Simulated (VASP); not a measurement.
Input of a VASP 6.6.1 run:

INCAR

```
ALGO = Normal
EDIFF = 1E-6
ENCUT = 520
GGA = PE
ISIF = 2
ISMEAR = 0
LASPH = True
LCHARG = False
LREAL = False
LWAVE = False
NBANDS = 16
NELM = 60
PREC = Accurate
SIGMA = 0.01
```

KPOINTS

```
k-points
0
Gamma
  8 8 8
```

POSCAR

```
GaN
1.0
    0.0000000000      2.2383763765      2.2383763765
    2.2383763765      0.0000000000      2.2383763765
    2.2383763765      2.2383763765      0.0000000000
Ga N
1 1
Direct
    0.0000000000      0.0000000000      0.0000000000
    0.7500000000      0.7500000000      0.7500000000
```

Potentials or basis: VASP PAW PBE potentials, release 64 (Ga_d, N).

The run is started by

```sh
$ cat potpaw_PBE.64/Ga_d/POTCAR potpaw_PBE.64/N/POTCAR > POTCAR
$ mpirun -np 1 vasp_std > vasp.out
```

Problem. What does it give for the band gap on the k mesh?

Solution. 1.85 eV, direct.

Problem. Estimate the pressure.

Solution. 9.1 GPa.
